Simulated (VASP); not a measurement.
# CdS (F-43m) in VASP: further runs, part 2 of 3

VASP 6.6.1.

### 4 Single point, PBE-based screened hybrid with 10 % exact exchange

This run uses another cell than the first one, of 24.81 Å³/atom.

File POSCAR:

```
CdS
1.0
    0.0000000000      2.9165000000      2.9165000000
    2.9165000000      0.0000000000      2.9165000000
    2.9165000000      2.9165000000      0.0000000000
Cd S
1 1
Direct
    0.0000000000      0.0000000000      0.0000000000
    0.7500000000      0.7500000000      0.7500000000
```

File INCAR.step1:

```
PREC     = Accurate       # precision mode
ENCUT    = 520            # plane-wave cutoff, eV
EDIFF    = 1E-5           # SCF threshold, eV
ISMEAR   = -1             # smearing method
SIGMA    = 0.05           # smearing width, eV
LREAL    = False          # projectors in reciprocal space
LASPH    = True           # aspherical terms in the spheres
NELM     = 60             # most SCF steps
ALGO     = Normal         # electronic algorithm
ISIF     = 2              # what is computed and relaxed
LWAVE    = True           # write WAVECAR
LCHARG   = False          # write CHGCAR
GGA      = PE             # functional
NBANDS   = 16             # bands
```

File INCAR.step2:

```
PREC     = Accurate       # precision mode
ENCUT    = 520            # plane-wave cutoff, eV
EDIFF    = 1E-6           # SCF threshold, eV
ISMEAR   = -1             # smearing method
SIGMA    = 0.05           # smearing width, eV
LREAL    = False          # projectors in reciprocal space
LASPH    = True           # aspherical terms in the spheres
NELM     = 60             # most SCF steps
ALGO     = Normal         # electronic algorithm
ISIF     = 2              # what is computed and relaxed
LWAVE    = False          # write WAVECAR
LCHARG   = False          # write CHGCAR
GGA      = PE             # functional
LHFCALC  = True           # exact exchange
AEXX     = 0.1            # exact-exchange fraction
HFSCREEN = 0.2            # screening, 1/A
PRECFOCK = Normal       
ISTART   = 1            
NBANDS   = 16             # bands
```

File KPOINTS:

```
regular mesh
0
Gamma
  4 4 4
```

Potentials or basis: VASP PAW PBE potentials, release 64 (Cd, S).

Run with:

```
> cat potpaw_PBE.64/Cd/POTCAR potpaw_PBE.64/S/POTCAR > POTCAR
> cp INCAR.step1 INCAR
> mpirun -np 1 vasp_std > vasp.out
> cp INCAR.step2 INCAR
> mpirun -np 1 vasp_std > vasp.out
```

OUTCAR:

```text
PREC = Accurate
   ENCUT = 520
   EDIFF = 1E-6
   ISMEAR = -1
   LREAL = False
   LASPH = True
   NELM = 60
   ISIF = 2
   GGA = PE
   LHFCALC = True
   AEXX = 0.1
   HFSCREEN = 0.2
   PRECFOCK = Normal
   ISTART = 1

 ion  position               nearest neighbor table
   1  0.000  0.000  0.000-   2 2.53   2 2.53   2 2.53   2 2.53
   2  0.750  0.750  0.750-   1 2.53   1 2.53   1 2.53   1 2.53

  LATTYP: Found a face centered cubic cell.
 ALAT       =     5.8330000000

  Lattice vectors:

 A1 = (   0.0000000000,   2.9165000000,   2.9165000000)
 A2 = (   2.9165000000,   0.0000000000,   2.9165000000)
 A3 = (   2.9165000000,   2.9165000000,   0.0000000000)

Analysis of symmetry for initial positions (statically):
=====================================================================
 Subroutine PRICEL returns:
 Original cell was already a primitive cell.

 Routine SETGRP: Setting up the symmetry group for a
 face centered cubic supercell.

 Subroutine GETGRP returns: Found 24 space group operations
 (whereof 24 operations were pure point group operations)
 out of a pool of 48 trial point group operations.

The static configuration has the point symmetry T_d .

Analysis of symmetry for dynamics (positions and initial velocities):
=====================================================================
 Subroutine PRICEL returns:
 Original cell was already a primitive cell.

 Routine SETGRP: Setting up the symmetry group for a
 face centered cubic supercell.

 Subroutine GETGRP returns: Found 24 space group operations
 (whereof 24 operations were pure point group operations)
 out of a pool of 48 trial point group operations.

The dynamic configuration has the point symmetry T_d .

[... 103 lines left out ...]
  Fermi-wavevector in a.u.,A,eV,Ry     =   1.167599  2.206442 18.548649  1.363287
  Thomas-Fermi vector in A             =   2.304097
   LORBIT       =      0    0 simple, 1 ext, 2 COOP (PROOUT), +10 PAW based schemes
   GGA     = PE    functional components
   LHFCALC =     T    Hartree Fock is set to
   PRECFOCK=normal    Normal, Fast or Accurate (Low or Medium for compatibility)
   ENCUT4O =  -1.0   cutoff for four orbital integrals eV
   NKREDX  =     1    reduce k-point grid by
   NKREDY  =     1    reduce k-point grid by
   NKREDZ  =     1    reduce k-point grid by
   AEXX    =    0.1000 exact exchange contribution
   HFSCREEN=    0.2000 screening length (either q_TF or 0.3 A-1)
   HFSCREENC=   0.2000 screening length for correlation (either q_TF or 0.3 A-1)
   ENCUTFOCK=  -1.0 apply spherical cutoff to Coloumb kernel
   IVDW    =     0    specifies the selected vdW correction
   LEPSILON=     F    determine dielectric tensor
   LRPA    =     F    only Hartree local field effects (RPA)
 non-spin polarized calculation
  energy-cutoff  :      520.00
  volume of cell :       49.62
 maximum number of plane-waves:      1363
 NGX is ok and might be reduce to    32
  NGX = 24; NGY = 24; NGZ = 24

 number of electron      18.0000004 magnetization

 Free energy of the ion-electron system (eV)
  ---------------------------------------------------
  ext. energy  EPLUGINS =         0.00000000
  ---------------------------------------------------
  free energy    TOTEN  =        -6.68035309 eV

  energy without entropy =       -6.68035308  energy(sigma->0) =       -6.68035308

 E-fermi :   1.8760     XC(G=0):  -8.5133

 val. band max:        1.0725180168   @ k =   0.0000   0.0000   0.0000
 cond. band min:       2.6242351537   @ k =   0.0000   0.0000   0.0000
 fundamental gap:      1.5517171369
 Fermi energy:         1.8759752103

 k-point     1 :       0.0000    0.0000    0.0000
  band No.  band energies     occupation
      1     -11.7761      2.00000
      2      -7.1252      2.00000
      3      -7.1252      2.00000
      4      -7.1252      2.00000
      5      -6.6458      2.00000
      6      -6.6458      2.00000
[... 129 lines left out ...]
      3      -6.8757      2.00000
      4      -6.6869      2.00000
      5      -6.6374      2.00000
      6      -5.9913      2.00000
[... 8 lines left out ...]
     15      14.8292      0.00000
     16      15.0051      0.00000

------------------------ aborting loop because EDIFF is reached ----------------------------------------

  FORCE on cell =-STRESS in cart. coord.  units (eV):
  Direction    XX          YY          ZZ          XY          YZ          ZX
  --------------------------------------------------------------------------------------
  -------------------------------------------------------------------------------------
  Total        0.8782599      0.8782599      0.8782599      0.0000000      0.0000000     -0.0000000
  in kB       28.3607490     28.3607490     28.3607490      0.0000000      0.0000000     -0.0000000
  external PRESSURE =      28.3607490 kB  Pullay stress =       0.0000000 kB

 VOLUME and BASIS-vectors are now :
 -----------------------------------------------------------------------------
  energy-cutoff  :      520.00
  volume of cell :       49.62
      direct lattice vectors                 reciprocal lattice vectors
     0.000000000  2.916500000  2.916500000    -0.171438368  0.171438368  0.171438368
     2.916500000  0.000000000  2.916500000     0.171438368 -0.171438368  0.171438368
     2.916500000  2.916500000  0.000000000     0.171438368  0.171438368 -0.171438368

 POSITION                                       TOTAL-FORCE (eV/Angst)
 -----------------------------------------------------------------------------------
      0.00000      0.00000      0.00000        -0.000000     -0.000000     -0.000000
      4.37475      4.37475      4.37475         0.000000      0.000000      0.000000
 -----------------------------------------------------------------------------------
    total drift:                               -0.000119     -0.000118     -0.000078

  FREE ENERGIE OF THE ION-ELECTRON SYSTEM (eV)
  ---------------------------------------------------
  free  energy   TOTEN  =        -6.6803530921 eV

  energy  without entropy=       -6.6803530758  energy(sigma->0) =       -6.68035308
```

OUTCAR.step1:

```text
PREC = Accurate
   ENCUT = 520
   EDIFF = 1E-5
   ISMEAR = -1
   LREAL = False
[... 355 lines left out ...]
      0.00000      0.00000      0.00000         0.000000      0.000000      0.000000
      4.37475      4.37475      4.37475        -0.000000     -0.000000     -0.000000
 -----------------------------------------------------------------------------------
    total drift:                                0.000000      0.000000      0.000000

  FREE ENERGIE OF THE ION-ELECTRON SYSTEM (eV)
  ---------------------------------------------------
  free  energy   TOTEN  =        -6.0879073628 eV

  energy  without entropy=       -6.0879065948  energy(sigma->0) =       -6.08790698
```

OSZICAR.step1:

```text
N       E                     dE             d eps       ncg     rms          rms(c)
DAV:   1     0.110950365643E+03    0.11095E+03   -0.92024E+03   280   0.103E+03
DAV:   2    -0.235092860201E+01   -0.11330E+03   -0.10761E+03   304   0.260E+02
DAV:   3    -0.662211062474E+01   -0.42712E+01   -0.42616E+01   336   0.516E+01
DAV:   4    -0.664677294158E+01   -0.24662E-01   -0.24659E-01   304   0.395E+00
DAV:   5    -0.664707792279E+01   -0.30498E-03   -0.30498E-03   336   0.414E-01    0.811E+00
DAV:   6    -0.610817608246E+01    0.53890E+00   -0.83448E-01   360   0.116E+01    0.653E+00
DAV:   7    -0.608719600460E+01    0.20980E-01   -0.20912E-01   304   0.312E+00    0.317E+00
DAV:   8    -0.608777143754E+01   -0.57543E-03   -0.19934E-02   280   0.179E+00    0.317E-01
DAV:   9    -0.608770135039E+01    0.70087E-04   -0.24631E-03   272   0.738E-01    0.604E-02
DAV:  10    -0.608782393123E+01   -0.12258E-03   -0.27321E-04   288   0.180E-01    0.687E-02
DAV:  11    -0.608791704889E+01   -0.93118E-04   -0.14895E-04   272   0.101E-01    0.215E-02
DAV:  12    -0.608790736284E+01    0.96861E-05   -0.30811E-05   336   0.737E-02
   1 F= -.60879074E+01 E0= -.60879070E+01  d E =-.768019E-06
```

Run time: 8.8 min. Hardware: 1 thread of Intel Xeon 8259CL, shared host; peak memory 0.28 GiB.

What came out:

* Free energy: -6.6804 eV
* Pressure: 2.8 GPa
* Band gap on the k mesh: 1.55 eV

Caveat: the k points lie up to 0.47 Å⁻¹ apart; the PAW data sets were made with another functional, which shifts forces and pressure a little.

(Part 2 of 3 ends here.)
